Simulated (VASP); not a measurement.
Crystal: CdS3.

```
Cd S
1.0
     0.00000    3.86350    3.86350
     3.86350    0.00000    3.86350
     3.86350    3.86350    0.00000
Cd S
1 3
Cartesian
  3.8635 3.8635 3.8635
  0.0000 0.0000 0.0000
  1.9318 1.9318 1.9318
  5.7953 5.7953 5.7953
```

| Property | Result |
| --- | --- |
| Program | VASP 6.6.1 |
| Task | relaxation of cell and atoms |
| Functional | PBE |
| Potentials or basis | VASP PAW PBE potentials, release 64 (Cd, S) |
| Cutoff | 500 eV |
| k mesh | 4 × 4 × 4 |
| Occupations | gaussian, width 0.1 eV |
| Spin | no spin polarisation |

At the start: pressure -10.4 GPa; volume 28.83 Å³/atom.

Q: Where does the relaxation end?

A: Over 5 steps the energy falls by 558.6 meV/atom and the volume is 18.02 Å³/atom (-37.5 %); space group Fm-3m (No. 225, to 0.05 Å).

Step by step:
| step | energy change (eV) | largest force (eV/Å) | pressure (GPa) | volume (Å³) |
| --- | --- | --- | --- | --- |
| 1 | 0.0000 | 0.0000 | -10.41 | 115.34 |
| 2 | -1.7812 | 0.0000 | -8.22 | 86.81 |
| 3 | -2.2236 | 0.0000 | -1.73 | 73.97 |
| 4 | -2.2331 | 0.0000 | 0.65 | 71.35 |
| 5 | -2.2344 | 0.0000 | -0.07 | 72.09 |

Final structure:
```xyz
4
Lattice="0.0000 3.3033 3.3033 3.3033 0.0000 3.3033 3.3033 3.3033 0.0000" Properties=species:S:1:pos:R:3 pbc="T T T"
Cd    3.3033    3.3033    3.3033
S     0.0000    0.0000    0.0000
S     1.6517    1.6517    1.6517
S     4.9550    4.9550    4.9550
```

Caveat: the volume moved by over 15 % at a fixed basis, so the end points are rough.
